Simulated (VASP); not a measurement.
Input of a VASP 6.6.1 run:

File INCAR:

```
PREC = Accurate
ENCUT = 520
EDIFF = 1E-7
ISMEAR = -1
SIGMA = 0.05
LREAL = F
LASPH = T
NELM = 80
ALGO = Fast
ISIF = 2
LWAVE = F
LCHARG = T
GGA = B5
ALDAX = 1.0
AGGAX = 1.0
AGGAC = 1.0
ALDAC = 0.0
IVDW = 12
VDW_S6 = 1.0
VDW_S8 = 2.6996
VDW_A1 = 0.4298
VDW_A2 = 4.2359
LELF = T
LVHAR = T
NBANDS = 9
```

File KPOINTS:

```
Automatic mesh
0
Gamma
  10 10 5
```

File POSCAR:

```
Mg
1.0
    3.2093000000      0.0000000000      0.0000000000
   -1.6046500000      2.7793353284      0.0000000000
    0.0000000000      0.0000000000      5.2103000000
Mg
2
Direct
    0.6666666667      0.3333333333      0.7500000000
    0.3333333333      0.6666666667      0.2500000000
```

Potentials or basis: VASP PAW PBE potentials, release 64 (Mg).

Command:

```bash
$ cat potpaw_PBE.64/Mg/POTCAR > POTCAR
$ mpirun -np 1 vasp_std > vasp.out
```

Problem. Predict the band gap on the k mesh.

Solution. Zero (band 2 reaches 3.71 eV, above the bottom of band 3 at 1.70 eV).

Problem. Estimate the pressure.

Solution. -3.9 GPa.

Problem. What does it give for the dispersion energy per atom?

Solution. -0.643 eV.

Stress tensor (GPa, compression positive):
```
-4.41  0.00  0.00
 0.00 -4.41  0.00
 0.00  0.00 -2.99
```

Caveat: the PAW data sets were made with another functional, which shifts forces and pressure a little; pairwise dispersion overbinds metals, which lowers pressure and volume.
